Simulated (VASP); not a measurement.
Write the native input for VASP 6.6.1 that does the following.

* Task: single point
* Functional: PBEsol
* Potentials or basis: VASP PAW PBE potentials, release 64 (Si)
* Cutoff: 520 eV
* k mesh: 2 × 2 × 2
* Occupations: gaussian, width 0.02 eV
* Spin: no spin polarisation
* Dipole correction: no
* Further INCAR settings: LREAL = Auto; ALGO = Normal; EDIFF = 1e-06; NBANDS = 48

The structure of Si (a cell with a defect) lies in POSCAR:

```
Si
1.0
    0.0000000000      5.4300000000      5.4300000000
    5.4300000000      0.0000000000      5.4300000000
    5.4300000000      5.4300000000      0.0000000000
Si
17
Direct
   -0.0374539595      0.0124261510      0.0125721915
    0.1130681400      0.1241478821      0.1243591160
    0.0023856354     -0.0393736648      0.5183320442
    0.1129049724      0.1242817680      0.6385421731
    0.0025315838      0.5181645488     -0.0390595764
    0.1129977901      0.6383948435      0.1244145488
    0.0022872928      0.5186370166      0.5185117864
    0.1950070902      0.6015860958      0.6018479742
    0.4856899632      0.0031422652      0.0034339779
    0.5895363720      0.1367663904      0.1368638122
    0.4854771639      0.0034270718      0.5077257827
    0.6279059853      0.1077417127      0.6321800184
    0.4856009208      0.5076530387      0.0035475138
    0.6280380295      0.6319100368      0.1080639963
    0.5770416206      0.4742373849      0.4745454880
    0.6278133517      0.6322142726      0.6322999079
    0.9926761510      0.3356748619      0.3361039595
```

One way to write it, as run:

INCAR

```
PREC = Accurate
ENCUT = 520
EDIFF = 1E-6
ISMEAR = 0
SIGMA = 0.02
LREAL = Auto
LASPH = T
NELM = 100
ALGO = Normal
ISIF = 2
LWAVE = F
LCHARG = F
GGA = PS
NBANDS = 48
```

KPOINTS

```
Automatic mesh
0
Gamma
  2 2 2
```

Potentials or basis: VASP PAW PBE potentials, release 64 (Si).

Command:

```console
$ cat potpaw_PBE.64/Si/POTCAR > POTCAR
$ mpirun -np 1 vasp_std > vasp.out
```

Results of the run:

The pressure is 2.4 GPa. The largest force is 0.054 eV/Å and the band gap on the k mesh is zero (bands 34 and 35 overlap by 0.07 eV).

Caveat: the k points lie up to 0.50 Å⁻¹ apart; the PAW data sets were made with another functional, which shifts forces and pressure a little.

Wall time 7 min on 1 thread of Intel Xeon 8259CL (shared host), peak memory 0.47 GiB.
